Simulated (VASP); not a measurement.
# Al2Cu (I4/mmm) in VASP: further runs

The runs below take Al2Cu through single point, with LDA.

Program: VASP 6.6.1. These are calculated values, not measurements. Logs are shortened: lines on timing, memory, paths and dates and some standing lists are left out, and cuts for length are marked.

## 1. The cell of the first run

It takes space group I4/mmm (No. 139, tetragonal). The conventional cell has a = 4.114 Å, b = 4.114 Å, c = 5.777 Å, α = 90.00°, β = 90.00°, γ = 90.00°. Cu (site symmetry 4/mmm) has 8 Al at 2.51 Å within 3.3 Å. Within 3.3 Å of Al (site symmetry -4m2) lie 4 Cu at 2.51 Å and 6 Al at 2.89 to 2.91 Å.

## 2. Single point, LDA (volume scaled by 1.04)

Input file INCAR:

```
SYSTEM = Al2Cu
PREC     = Accurate       ! precision mode
ENCUT    = 520            ! plane-wave cutoff, eV
EDIFF    = 1E-6           ! SCF threshold, eV
ISMEAR   = -1             ! smearing method
SIGMA    = 0.05           ! smearing width, eV
LREAL    = .FALSE.        ! projectors in reciprocal space
LASPH    = .TRUE.         ! aspherical terms in the spheres
NELM     = 60             ! most SCF steps
ALGO     = Normal         ! electronic algorithm
ISIF     = 2              ! what is computed and relaxed
LWAVE    = .FALSE.        ! write WAVECAR
LCHARG   = .FALSE.        ! write CHGCAR
NBANDS   = 16             ! bands
```

Input file KPOINTS:

```
regular mesh
0
G
  9 9 9
  0 0 0
```

Input file POSCAR:

```
Al2Cu
1.0
   -2.0570555311      2.0570555311      2.8886126973
    2.0570555311     -2.0570555311      2.8886126973
    2.0570555311      2.0570555311     -2.8886126973
Cu Al
1 2
Direct
    0.5000000000      0.5000000000      0.0000000000
    0.2500000000      0.7500000000      0.5000000000
    0.7500000000      0.2500000000      0.5000000000
```

Potentials or basis: VASP PAW LDA potentials, release 64 (Cu, Al).

Command:

```bash
$ cat potpaw_LDA.64/Cu/POTCAR potpaw_LDA.64/Al/POTCAR > POTCAR
$ mpirun -np 1 vasp_std > vasp.out
```

OUTCAR:

```text
SYSTEM = Al2Cu
   PREC = Accurate
   ENCUT = 520
   EDIFF = 1E-6
   ISMEAR = -1
   LREAL = .FALSE.
   LASPH = .TRUE.
   NELM = 60
   ISIF = 2

 ion  position               nearest neighbor table
   1  0.500  0.500  0.000-   2 2.51   3 2.51   2 2.51   3 2.51   2 2.51   3 2.51   2 2.51   3 2.51

   2  0.250  0.750  0.500-   1 2.51   1 2.51   1 2.51   1 2.51   3 2.89   3 2.89   3 2.91   3 2.91
                             3 2.91   3 2.91
   3  0.750  0.250  0.500-   1 2.51   1 2.51   1 2.51   1 2.51   2 2.89   2 2.89   2 2.91   2 2.91
                             2 2.91   2 2.91

  LATTYP: Found a body centered tetragonal cell.
 ALAT       =     4.1141110622
 C/A-ratio  =     1.4042463383

  Lattice vectors:

 A1 = (  -2.0570555311,   2.0570555311,   2.8886126973)
 A2 = (   2.0570555311,  -2.0570555311,   2.8886126973)
 A3 = (   2.0570555311,   2.0570555311,  -2.8886126973)

Analysis of symmetry for initial positions (statically):
=====================================================================
 Subroutine PRICEL returns:
 Original cell was already a primitive cell.

 Routine SETGRP: Setting up the symmetry group for a
 body centered tetragonal supercell.

 Subroutine GETGRP returns: Found 16 space group operations
 (whereof 16 operations were pure point group operations)
 out of a pool of 16 trial point group operations.

The static configuration has the point symmetry D_4h.

Analysis of symmetry for dynamics (positions and initial velocities):
=====================================================================
 Subroutine PRICEL returns:
 Original cell was already a primitive cell.

 Routine SETGRP: Setting up the symmetry group for a
 body centered tetragonal supercell.

 Subroutine GETGRP returns: Found 16 space group operations
 (whereof 16 operations were pure point group operations)
 out of a pool of 16 trial point group operations.

The dynamic configuration has the point symmetry D_4h.

 Subroutine INISYM returns: Found 16 space group operations
 (whereof 16 operations are pure point group operations),
 and found     1 'primitive' translations

----------------------------------------------------------------------------------------

                                     Primitive cell

  volume of cell :      48.8924

  direct lattice vectors                    reciprocal lattice vectors
    -2.057055531  2.057055531  2.888612697     0.000000000  0.243065874  0.173093472
     2.057055531 -2.057055531  2.888612697     0.243065874  0.000000000  0.173093472
     2.057055531  2.057055531 -2.888612697     0.243065874  0.243065874  0.000000000

  length of vectors
     4.099638793  4.099638793  4.099638793     0.298399680  0.298399680  0.343747055

  position of ions in fractional coordinates (direct lattice)
     0.500000000  0.500000000  0.000000000
     0.250000000  0.750000000  0.500000000
     0.750000000  0.250000000  0.500000000

  ion indices of the primitive-cell ions
   primitive index   ion index
                 1           1
                 2           2
                 3           3

----------------------------------------------------------------------------------------

 KPOINTS: regular mesh

Automatic generation of k-mesh.
 Grid dimensions read from file:
 generate k-points for:    9    9    9

 Generating k-lattice:

  Cartesian coordinates                     Fractional coordinates (reciprocal lattice)
     0.000000000  0.027007319  0.019232608     0.111111111  0.000000000 -0.000000000
     0.027007319  0.000000000  0.019232608     0.000000000  0.111111111 -0.000000000
     0.027007319  0.027007319  0.000000000     0.000000000  0.000000000  0.111111111

  Length of vectors
     0.033155520  0.033155520  0.038194117

  Shift w.r.t. Gamma in fractional coordinates (k-lattice)
     0.000000000  0.000000000  0.000000000

 Subroutine IBZKPT returns following result:
 ===========================================

 Found     75 irreducible k-points:

 Following reciprocal coordinates:
            Coordinates               Weight
  0.000000  0.000000  0.000000      1.000000
  0.111111  0.000000 -0.000000      8.000000
  0.222222  0.000000 -0.000000      8.000000
  0.333333  0.000000 -0.000000      8.000000
  0.444444  0.000000 -0.000000      8.000000
  0.111111  0.111111 -0.000000      8.000000
[... 16 lines left out ...]
 -0.333333  0.333333  0.000000      4.000000
  0.444444  0.444444 -0.000000      8.000000
 [... further k-points ...]
   k-points           NKPTS =     75   k-points in BZ     NKDIM =     75   number of bands    NBANDS=     16
   number of dos      NEDOS =    301   number of ions     NIONS =      3
   total plane-waves  NPLWV =  27000
   dimension x,y,z NGX =    30 NGY =   30 NGZ =   30
   dimension x,y,z NGXF=    60 NGYF=   60 NGZF=   60
   ions per type =               1   2
   NGX,Y,Z   is equivalent  to a cutoff of  12.17, 12.17, 12.17 a.u.
   NGXF,Y,Z  is equivalent  to a cutoff of  24.33, 24.33, 24.33 a.u.
 SYSTEM =  Al2Cu
   PREC   = accura    normal or accurate (medium, high low for compatibility)
   ISTART =      0    job   : 0-new  1-cont  2-samecut
   ICHARG =      2    charge: 1-file 2-atom 10-const
   ISPIN  =      1    spin polarized calculation?
   LNONCOLLINEAR =      F non collinear calculations
   LSORBIT =      F    spin-orbit coupling
   LASPH  =      T    aspherical Exc in radial PAW
   ENCUT  =  520.0 eV  38.22 Ry    6.18 a.u.   7.62  7.62  7.62*2*pi/ulx,y,z
   NELM   =     60;   NELMIN=  2; NELMDL= -5     # of ELM steps
   EDIFF  = 0.1E-05   stopping-criterion for ELM
   LREAL  =      F    real-space projection
   EDIFFG = 0.1E-04   stopping-criterion for IOM
   NSW    =      0    number of steps for IOM
   IBRION =     -1    ionic relax: 0-MD 1-quasi-New 2-CG
   NFREE  =      0    steps in history (QN), initial steepest desc. (CG)
   ISIF   =      2    stress and relaxation
   ISYM   =      2    0-nonsym 1-usesym 2-fastsym
   POTIM  = 0.5000    time-step for ionic-motion
   TEBEG  =    0.0;   TEEND  =   0.0 temperature during run
   PSTRESS=    0.0 pullay stress
   NELECT =      17.0000    total number of electrons
   NUPDOWN=      -1.0000    fix difference up-down
   EMIN   =  10.00;   EMAX   =-10.00  energy-range for DOS
   EFERMI =   0.00;   METHOD = LEGACY
   ISMEAR =    -1;   SIGMA  =   0.05  broadening in eV -4-tet -1-fermi 0-gaus
   EFERMI_NEDOS =   21; number of points for ismear=-14 and -15
   IALGO  =     38    algorithm
   IMIX   =      4    mixing-type and parameters
     AMIX     =   0.40;   BMIX     =  1.00
     AMIX_MAG =   1.60;   BMIX_MAG =  1.00
  volume/ion in A,a.u.               =      16.30       109.98
  Fermi-wavevector in a.u.,A,eV,Ry     =   1.151182  2.175419 18.030716  1.325220
  Thomas-Fermi vector in A             =   2.287841
   LORBIT       =      0    0 simple, 1 ext, 2 COOP (PROOUT), +10 PAW based schemes
   GGA     = CA    functional components
   LHFCALC =     F    Hartree Fock is set to
   AEXX    =    0.0000 exact exchange contribution
   IVDW    =     0    specifies the selected vdW correction
   LEPSILON=     F    determine dielectric tensor
   LRPA    =     F    only Hartree local field effects (RPA)
 non-spin polarized calculation
  energy-cutoff  :      520.00
  volume of cell :       48.89
 maximum number of plane-waves:      1355
   NGX = 15   NGY = 15   NGZ = 15

 number of electron      16.9999990 magnetization

 Free energy of the ion-electron system (eV)
  ---------------------------------------------------
  ext. energy  EPLUGINS =         0.00000000
  ---------------------------------------------------
  free energy    TOTEN  =       -13.63011139 eV

  energy without entropy =      -13.61736818  energy(sigma->0) =      -13.62373978

 E-fermi :   6.5662     XC(G=0): -10.5635

 val. band max:        6.5641788262   @ k =  -0.1111  -0.4444   0.1111
 cond. band min:       6.5671683703   @ k =   0.3333   0.2222  -0.0000
 fundamental gap:      0.0029895441
 Fermi energy:         6.5662404350

 k-point     1 :       0.0000    0.0000    0.0000
  band No.  band energies     occupation
      1      -3.4506      2.00000
      2       2.0506      2.00000
      3       2.0562      2.00000
      4       2.0562      2.00000
      5       2.6011      2.00000
      6       2.6095      2.00000
[... 8 lines left out ...]
     15      13.3083      0.00000
     16      13.5277      0.00000

 k-point     2 :       0.1111    0.0000   -0.0000
  band No.  band energies     occupation
      1      -3.2886      2.00000
      2       2.0002      2.00000
      3       2.0770      2.00000
      4       2.0801      2.00000
      5       2.5957      2.00000
      6       2.6036      2.00000
[... 8 lines left out ...]
     15      12.3818      0.00000
     16      13.0359      0.00000

 k-point     3 :       0.2222    0.0000   -0.0000
  band No.  band energies     occupation
      1      -2.8077      2.00000
      2       1.8270      2.00000
      3       2.1331      2.00000
      4       2.1348      2.00000
      5       2.5927      2.00000
      6       2.5987      2.00000
[... 8 lines left out ...]
     15      12.4732      0.00000
     16      13.6286      0.00000

 k-point     4 :       0.3333    0.0000   -0.0000
  band No.  band energies     occupation
      1      -2.0286      2.00000
      2       1.4100      2.00000
      3       2.1794      2.00000
      4       2.1808      2.00000
      5       2.6166      2.00000
      6       2.6188      2.00000
[... 8 lines left out ...]
     15      13.9358      0.00000
     16      15.2504      0.00000
[... 324 lines left out ...]
 k-point    22 :      -0.4444    0.3333    0.0000
  band No.  band energies     occupation
      1      -0.7888      2.00000
      2       1.5065      2.00000
      3       1.9991      2.00000
      4       2.4178      2.00000
      5       2.4858      2.00000
      6       2.7203      2.00000
[... 8 lines left out ...]
     15      16.8014      0.00000
     16      18.3687      0.00000

 k-point    23 :      -0.3333    0.3333    0.0000
  band No.  band energies     occupation
      1      -1.5466      2.00000
      2       1.6324      2.00000
      3       2.2424      2.00000
      4       2.3420      2.00000
      5       2.3523      2.00000
      6       2.7164      2.00000
[... 8 lines left out ...]
     15      16.1029      0.00000
     16      17.0119      0.00000

 k-point    24 :       0.4444    0.4444   -0.0000
  band No.  band energies     occupation
      1       0.5523      2.00000
      2       0.9527      2.00000
      3       1.4411      2.00000
      4       2.5135      2.00000
      5       2.5747      2.00000
      6       2.7184      2.00000
[... 8 lines left out ...]
     15      17.0482      0.00000
     16      18.0372      0.00000

 [... further k-points ...]

------------------------ aborting loop because EDIFF is reached ----------------------------------------

  FORCE on cell =-STRESS in cart. coord.  units (eV):
  Direction    XX          YY          ZZ          XY          YZ          ZX
  --------------------------------------------------------------------------------------
  -------------------------------------------------------------------------------------
  Total       -1.9528691     -1.9528691     -1.9022867      0.0000000      0.0000000      0.0000000
  in kB      -63.9944605    -63.9944605    -62.3369025      0.0000000      0.0000000      0.0000000
  external PRESSURE =     -63.4419412 kB  Pullay stress =       0.0000000 kB

 VOLUME and BASIS-vectors are now :
 -----------------------------------------------------------------------------
  energy-cutoff  :      520.00
  volume of cell :       48.89
      direct lattice vectors                 reciprocal lattice vectors
    -2.057055531  2.057055531  2.888612697     0.000000000  0.243065874  0.173093472
     2.057055531 -2.057055531  2.888612697     0.243065874  0.000000000  0.173093472
     2.057055531  2.057055531 -2.888612697     0.243065874  0.243065874  0.000000000

 POSITION                                       TOTAL-FORCE (eV/Angst)
 -----------------------------------------------------------------------------------
      0.00000      0.00000      2.88861        -0.000000     -0.000000      0.000000
      2.05706     -0.00000      1.44431        -0.000000     -0.000000     -0.000000
     -0.00000      2.05706      1.44431         0.000000      0.000000      0.000000
 -----------------------------------------------------------------------------------
    total drift:                                0.000000     -0.000000      0.000000

  FREE ENERGIE OF THE ION-ELECTRON SYSTEM (eV)
  ---------------------------------------------------
  free  energy   TOTEN  =       -13.6301113878 eV

  energy  without entropy=      -13.6173681767  energy(sigma->0) =      -13.62373978
```

Run time: 93 s. Hardware: 1 thread of Intel Xeon Platinum 8375C at 2.90GHz (Ice Lake), shared host; peak memory 0.18 GiB.

Results:

```yaml
Free_energy: -13.6301 eV
Pressure: -6.3 GPa
```

Levels at points of the mesh, in eV from the Fermi level:
```tsv
k point	band 5	band 6	band 7	band 8	band 9	band 10	band 11	band 12	band 13	band 14
(0.00, 0.00, 0.00)	-3.97	-3.96	2.78	2.86	2.86	2.91	2.91	2.96	3.79	6.74
```

Caveat: the cell differs from its parent crystal (volume scaled by 1.04).

## 3. Single point, LDA

This run uses another cell than the first one, of 14.73 Å³/atom, 0.904 times its volume.

Input file INCAR:

```
SYSTEM = Al2Cu
ALGO     = Fast           ! electronic algorithm
EDIFF    = 1E-6           ! SCF threshold, eV
ENCUT    = 520            ! plane-wave cutoff, eV
GGA      = CA             ! functional
ISIF     = 2              ! what is computed and relaxed
ISMEAR   = -1             ! smearing method
LASPH    = .True.         ! aspherical terms in the spheres
LCHARG   = .False.        ! write CHGCAR
LREAL    = .False.        ! projectors in reciprocal space
LWAVE    = .False.        ! write WAVECAR
NBANDS   = 16             ! bands
NELM     = 80             ! most SCF steps
PREC     = Accurate       ! precision mode
SIGMA    = 0.05           ! smearing width, eV
```

Input file KPOINTS:

```
k-points
0
Gamma
  9 9 9
  0 0 0
```

Input file POSCAR:

```
Al2Cu
1.0
   -1.9888904110      1.9888904110      2.7928920770
    1.9888904110     -1.9888904110      2.7928920770
    1.9888904110      1.9888904110     -2.7928920770
Cu Al
1 2
Direct
    0.5000000000      0.5000000000      0.0000000000
    0.2500000000      0.7500000000      0.5000000000
    0.7500000000      0.2500000000      0.5000000000
```

Potentials or basis: VASP PAW LDA potentials, release 64 (Cu, Al).

Command:

```bash
$ cat potpaw_LDA.64/Cu/POTCAR potpaw_LDA.64/Al/POTCAR > POTCAR
$ mpirun -np 1 vasp_std > vasp.out
```

Wall time 48 s (1 thread of Intel Xeon 6975P-C (Granite Rapids), shared host); peak memory 0.17 GiB.

It converged, with:

| Item | Value |
| --- | --- |
| Free energy | -13.6765 eV |
| Pressure | 4.5 GPa |

Stress tensor (GPa, compression positive):
```
4.44 0.00 0.00
0.00 4.44 0.00
0.00 0.00 4.61
```

Levels at points of the mesh, in eV from the Fermi level:
| k point | band 6 | band 7 | band 8 | band 9 | band 10 | band 11 | band 12 | band 13 |
| --- | --- | --- | --- | --- | --- | --- | --- | --- |
| (0.00, 0.00, 0.00) | -4.31 | 2.94 | 2.94 | 2.99 | 3.11 | 3.20 | 3.20 | 4.88 |

## 4. Single point, LDA

This run uses another cell than the first one, of 15.04 Å³/atom, 0.923 times its volume.

Input file INCAR:

```
PREC = Accurate
ENCUT = 520
EDIFF = 1E-7
ISMEAR = -1
SIGMA = 0.05
LREAL = F
LASPH = T
NELM = 80
ALGO = Normal
ISIF = 2
LWAVE = F
LCHARG = F
NBANDS = 16
```

Input file KPOINTS:

```
Automatic mesh
0
Gamma
  9 9 9
```

Input file POSCAR:

```
Al2Cu
1.0
   -2.0028971430      2.0028971430      2.8125609791
    2.0028971430     -2.0028971430      2.8125609791
    2.0028971430      2.0028971430     -2.8125609791
Cu Al
1 2
Direct
    0.5000000000      0.5000000000      0.0000000000
    0.2500000000      0.7500000000      0.5000000000
    0.7500000000      0.2500000000      0.5000000000
```

Command:

```bash
$ cat potpaw_LDA.64/Cu/POTCAR potpaw_LDA.64/Al/POTCAR > POTCAR
$ mpirun -np 1 vasp_std > vasp.out
```

It took 37 s on 1 thread of Intel Xeon 6975P-C (Granite Rapids), shared host; peak memory 0.18 GiB.

The run converged. Its results:

```yaml
Free_energy: -13.6928 eV
Pressure: 1.5 GPa
```

Stress tensor (GPa, compression positive):
```
1.42 0.00 0.00
0.00 1.42 0.00
0.00 0.00 1.60
```

Levels at points of the mesh, in eV from the Fermi level:
```
           k point  band 6  band 7  band 8  band 9  band 10  band 11  band 12  band 13
(0.00, 0.00, 0.00)   -4.23    2.93    2.93    2.99     3.04     3.12     3.12     4.64
```

## 5. Overview

```csv
cell,gap on the mesh (eV),pressure (GPa)
"a = 4.100 Å, angles 119.8, 119.8, 90.4°, 3 atoms",none,-6.3
"a = 3.964 Å, angles 119.8, 119.8, 90.4°, 3 atoms",none,4.5
"a = 3.992 Å, angles 119.8, 119.8, 90.4°, 3 atoms",none,1.5
```

Alike in all rows: task single point; level LDA; potentials or basis VASP PAW LDA potentials, release 64 (Cu, Al); no spin polarisation; k mesh 9 × 9 × 9; cutoff (eV) 520; smearing fermi-dirac 0.05 eV.

Total energies depend on the potentials used, so only differences within one code and one set of settings carry meaning.
